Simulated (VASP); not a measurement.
Set up this calculation in VASP 6.6.1, as the native input.

* Task: single point
* Functional: PBE
* Potentials or basis: VASP PAW PBE potentials, release 64 (Be, Si, As)
* Cutoff: 520 eV
* k mesh: 6 × 6 × 6
* Occupations: fermi-dirac, width 0.1 eV
* Spin: no spin polarisation
* Dipole correction: no
* Further INCAR settings: ALGO = Normal; EDIFF = 1e-07; NBANDS = 23

The structure of BeSi4As2 lies in POSCAR:

```
BeSi4As2
1.0
    2.1103341513      3.6552059710     -0.0000007847
   -2.1103341513      3.6552059710     -0.0000007847
    0.0000000000     -2.4368023243      7.7154910280
Be Si As
1 4 2
Direct
    0.0000000000      0.0000000000      0.0000000000
    0.3220596098      0.3220596098     -0.0338211707
    0.6779403902      0.6779403902      1.0338211707
    0.2207887892      0.2207887892      0.6623663677
    0.7792112108      0.7792112108      0.3376336323
    0.1088279834      0.1088279834      0.3264839501
    0.8911720166      0.8911720166      0.6735160499
```

The input as run:

INCAR

```
ALGO = Normal
EDIFF = 1E-7
ENCUT = 520
GGA = PE
ISIF = 2
ISMEAR = -1
LASPH = True
LCHARG = False
LREAL = False
LWAVE = False
NBANDS = 23
NELM = 80
PREC = Accurate
SIGMA = 0.1
```

KPOINTS

```
k-points
0
Gamma
  6 6 6
```

Potentials or basis: VASP PAW PBE potentials, release 64 (Be, Si, As).

Command:

```bash
$ cat potpaw_PBE.64/Be/POTCAR potpaw_PBE.64/Si/POTCAR potpaw_PBE.64/As/POTCAR > POTCAR
$ mpirun -np 1 vasp_std > vasp.out
```

Results of the run:

```json
{"Pressure": "5.1 GPa", "Largest force": "0.011 eV/Å", "Band gap on the k mesh": "zero (bands 14 and 15 overlap by 2.45 eV)"}
```

Caveat: the cell stands under pressure.

Wall time 88 s on 1 thread of Oxide Virtual Turin-like Processor (shared host), peak memory 0.24 GiB.
